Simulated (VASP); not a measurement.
# TiBr2F (P6/mmm) in VASP: further runs, part 2 of 2

VASP 6.6.1. Earlier steps stand in the parts before.

### Step 5. Relaxation of cell and atoms, PBE

This run uses another cell than the first one, of 26.78 Å³/atom.

File INCAR:

```
PREC     = Accurate       # precision mode
ENCUT    = 600            # plane-wave cutoff, eV
EDIFF    = 1E-6           # SCF threshold, eV
ISMEAR   = 0              # smearing method
SIGMA    = 0.1            # smearing width, eV
LREAL    = F              # projectors in reciprocal space
LASPH    = T              # aspherical terms in the spheres
NELM     = 80             # most SCF steps
ALGO     = Fast           # electronic algorithm
ISIF     = 3              # what is computed and relaxed
LWAVE    = F              # write WAVECAR
LCHARG   = F              # write CHGCAR
GGA      = PE             # functional
IBRION   = 2              # ionic algorithm
NSW      = 100            # ionic steps
EDIFFG   = -0.01          # ionic threshold
```

File KPOINTS:

```
regular mesh
0
Gamma
  12 12 6
```

File POSCAR:

```
TiBr2F
1.0
    3.6682637130      0.0000000000      0.0000000000
   -1.8341318565      3.1768095632      0.0000000000
    0.0000000000      0.0000000000      9.1927956615
Ti Br F
1 2 1
Direct
    0.0000000000      0.0000000000      0.0000000000
    0.0000000000      0.0000000000      0.7477933201
    0.0000000000      0.0000000000      0.2522066799
    0.0000000000      0.0000000000      0.5000000000
```

Potentials or basis: VASP PAW PBE potentials, release 64 (Ti_sv, Br, F).

On the command line:

```bash
$ cat potpaw_PBE.64/Ti_sv/POTCAR potpaw_PBE.64/Br/POTCAR potpaw_PBE.64/F/POTCAR > POTCAR
$ mpirun -np 1 vasp_std > vasp.out
```

OUTCAR:

```text
PREC = Accurate
   ENCUT = 600
   EDIFF = 1E-6
   ISMEAR = 0
   LREAL = F
   LASPH = T
   NELM = 80
   ISIF = 3
   GGA = PE
   IBRION = 2
   NSW = 100
   EDIFFG = -0.01

 ion  position               nearest neighbor table
   1  0.000  0.000  0.000-   2 2.32   3 2.32
   2  0.000  0.000  0.748-   4 2.28   1 2.32
   3  0.000  0.000  0.252-   4 2.28   1 2.32
   4  0.000  0.000  0.500-   2 2.28   3 2.28

  LATTYP: Found a hexagonal cell.
 ALAT       =     3.6682637130
 C/A-ratio  =     2.5060345659

  Lattice vectors:

 A1 = (   3.6682637130,   0.0000000000,   0.0000000000)
 A2 = (  -1.8341318565,   3.1768095632,   0.0000000000)
 A3 = (   0.0000000000,   0.0000000000,   9.1927956615)
[... 378 lines left out ...]
  ext. energy  EPLUGINS =         0.00000000
  ---------------------------------------------------
  free energy    TOTEN  =       -13.95693683 eV

  energy without entropy =      -13.94319691  energy(sigma->0) =      -13.95006687

 E-fermi :   0.5590     XC(G=0):  -8.2148

 val. band max:        0.5498001252   @ k =   0.1667   0.1667   0.1667
 cond. band min:       0.5603789632   @ k =   0.2500   0.0833   0.1667
 fundamental gap:      0.0105788380
 Fermi energy:         0.5590134169

 k-point     1 :       0.0000    0.0000    0.0000
  band No.  band energies     occupation
      1     -57.0977      2.00000
      2     -33.3990      2.00000
      3     -33.3990      2.00000
      4     -33.2149      2.00000
      5     -19.8906      2.00000
      6     -14.3176      2.00000
[... 541 lines left out ...]
     19       1.5847      0.00000
     20       1.7483      0.00000

 [... further k-points ...]

------------------------ aborting loop because EDIFF is reached ----------------------------------------

  FORCE on cell =-STRESS in cart. coord.  units (eV):
  Direction    XX          YY          ZZ          XY          YZ          ZX
  --------------------------------------------------------------------------------------
  -------------------------------------------------------------------------------------
  Total        0.0162412      0.0162412     -0.0185781      0.0000000      0.0000000      0.0000000
  in kB        0.2396995      0.2396995     -0.2741888      0.0000000      0.0000000      0.0000000
  external PRESSURE =       0.0684034 kB  Pullay stress =       0.0000000 kB
[... 19 lines left out ...]
  FREE ENERGIE OF THE ION-ELECTRON SYSTEM (eV)
  ---------------------------------------------------
  free  energy   TOTEN  =       -13.9569368342 eV

  energy  without entropy=      -13.9431969092  energy(sigma->0) =      -13.95006687

 reached required accuracy - stopping structural energy minimisation
```

OSZICAR:

```text
N       E                     dE             d eps       ncg     rms          rms(c)
DAV:   1     0.356026118344E+03    0.35603E+03   -0.16353E+04  3040   0.169E+03
DAV:   2     0.308960588185E+02   -0.32513E+03   -0.31580E+03  3524   0.409E+02
[... 174 lines left out ...]
       N       E                     dE             d eps       ncg     rms          rms(c)
DAV:   1    -0.139569838741E+02   -0.64295E-04   -0.18794E-03  3604   0.445E-01    0.616E-02
RMM:   2    -0.139569855028E+02   -0.16288E-05   -0.29331E-04  3752   0.144E-01    0.585E-02
RMM:   3    -0.139569518836E+02    0.33619E-04   -0.89406E-05  3600   0.787E-02    0.358E-02
RMM:   4    -0.139569361862E+02    0.15697E-04   -0.42206E-05  3801   0.428E-02    0.861E-03
RMM:   5    -0.139569368342E+02   -0.64807E-06   -0.99770E-06  3328   0.213E-02
  17 F= -.13956937E+02 E0= -.13950067E+02  d E =-.606093E-05
```

Wall time 50 min (1 thread of Oxide Virtual Turin-like, shared host); peak memory 0.4 GiB.

Results:

* Free energy: -13.9569 eV
* Relaxed volume: 27.14 Å³/atom
* Relaxed cell: a = 3.679 Å, b = 3.679 Å, c = 9.263 Å, α = 90.00°, β = 90.00°, γ = 120.00°
* Space group after relaxing (to 0.1 Å): P6/mmm (No. 191)
* Energy gained by relaxing: 1.5 meV/atom
* Ionic steps: 17
* Pressure after relaxing: 0.0 GPa
* Largest force after relaxing: 0.003 eV/Å
* Band gap on the k mesh: zero (an odd number of electrons rules out a gap without spin polarisation)

Forces on the atoms (eV/Å):
```
Ti   0.000  0.000  0.000
Br   0.000  0.000 -0.003
Br   0.000  0.000  0.003
F    0.000  0.000  0.000
```

The path:
```tsv
step	energy change (eV)	largest force (eV/Å)	pressure (GPa)	volume (Å³)
1	0.0000	0.1644	0.40	107.13
2	-0.0027	0.2148	-0.30	108.16
3	-0.0031	0.2005	-0.14	107.88
4	-0.0058	0.0127	0.05	108.16
5	-0.0059	0.0023	0.07	108.19
6	-0.0059	0.0079	0.07	108.20
7	-0.0059	0.0037	0.04	108.38
8	-0.0058	0.0050	-0.09	108.83
9	-0.0059	0.0002	-0.03	108.57
10	-0.0059	0.0024	-0.02	108.52
11	-0.0059	0.0036	-0.01	108.45
12	-0.0059	0.0119	0.04	108.53
13	-0.0059	0.0146	0.04	108.54
14	-0.0059	0.0139	0.03	108.53
15	-0.0059	0.0134	0.03	108.53
16	-0.0059	0.0091	-0.03	108.60
17	-0.0059	0.0031	0.01	108.56
```

Final structure:
```xyz
4
Lattice="3.6786 0.0000 0.0000 -1.8393 3.1858 0.0000 0.0000 0.0000 9.2632" Properties=species:S:1:pos:R:3 pbc="T T T"
Ti    0.0000    0.0000    0.0000
Br    0.0000    0.0000    6.9477
Br    0.0000    0.0000    2.3156
F     0.0000    0.0000    4.6316
```

Caveat: an odd number of electrons without spin polarisation forces a metal; a magnetic or distorted state may lie lower; semilocal functionals often make such compounds metallic where correlation or magnetic order opens a gap, which also shifts bond lengths.

### Step 6. Overview

| task | spin | cell | k mesh | cutoff (eV) | gap on the mesh (eV) | pressure (GPa) | moment (μB) | largest force (eV/Å) |
| --- | --- | --- | --- | --- | --- | --- | --- | --- |
| single point | off | a = 3.689, b = 3.689, c = 9.266 Å, angles 90.0, 90.0, 120.0°, 4 atoms, atomic positions A | 12 × 12 × 6 | 520 | none | -0.1 | - | 0.02 |
| single point | collinear | a = 3.668, b = 3.668, c = 9.193 Å, angles 90.0, 90.0, 120.0°, 4 atoms, atomic positions B | 6 × 6 × 2 | 520 | none | 0.0 | 0.00 | 0.01 |
| single point | collinear | a = 4.101, b = 4.101, c = 7.992 Å, angles 90.0, 90.0, 120.0°, 4 atoms, atomic positions C | 6 × 6 × 2 | 520 | none | 76.9 | 2.75 | 69.03 |
| relaxation of cell and atoms | off | relaxed from a = 3.668, b = 3.668, c = 9.193 Å, angles 90.0, 90.0, 120.0°, 4 atoms, atomic positions B | 12 × 12 × 6 | 600 | none | 0.0 | - | - |

Alike in all rows: level PBE; potentials or basis VASP PAW PBE potentials, release 64 (Ti_sv, Br, F); smearing gaussian 0.1 eV.

Caveats: some runs use coarse meshes; semilocal functionals often make such compounds metallic where correlation or magnetic order opens a gap, which also shifts bond lengths; an odd number of electrons without spin polarisation forces a metal (at least some runs); a magnetic or distorted state may lie lower (at least some runs); atoms lie so close that the PAW spheres overlap strongly, which falsifies energies and pressures (at least some runs); forces of over 1 eV/Å act on the atoms, so gaps and moduli don't describe the material at rest (at least some runs).

Total energies depend on the potentials used, so only differences within one code and one set of settings carry meaning.

The gap in the log of VASP goes by the Fermi energy; the results here count the filled bands.